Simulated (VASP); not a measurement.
A run of VASP 6.6.1 is set up as follows.

Contents of INCAR:

```
PREC = Accurate
ENCUT = 520
EDIFF = 1E-7
ISMEAR = 0
SIGMA = 0.1
LREAL = F
LASPH = T
NELM = 100
ALGO = Normal
ISIF = 2
LWAVE = F
LCHARG = F
GGA = PS
NBANDS = 26
```

File KPOINTS:

```
Automatic mesh
0
Gamma
  6 6 6
```

Contents of POSCAR:

```
Nb
1.0
    1.5606794630      0.9010587081      7.5426659160
   -1.5606794630      0.9010587081      7.5426659160
    0.0000000000     -1.8021174162      7.5426659160
Nb
3
Direct
    0.0000000000      0.0000000000      0.0000000000
    0.2222200000      0.2222200000      0.2222200000
    0.7777800000      0.7777800000      0.7777800000
```

Potentials or basis: VASP PAW PBE potentials, release 64 (Nb_sv).

Run with:

```sh
$ cat potpaw_PBE.64/Nb_sv/POTCAR > POTCAR
$ mpirun -np 1 vasp_std > vasp.out
```

Estimate the pressure.

-21.3 GPa.

Estimate the largest force.

0.061 eV/Å.

Stress tensor (GPa, compression positive):
```
-22.59   0.00   0.00
  0.00 -22.59   0.00
  0.00   0.00 -18.78
```

Caveat: the k points lie up to 0.39 Å⁻¹ apart; the PAW data sets were made with another functional, which shifts forces and pressure a little.
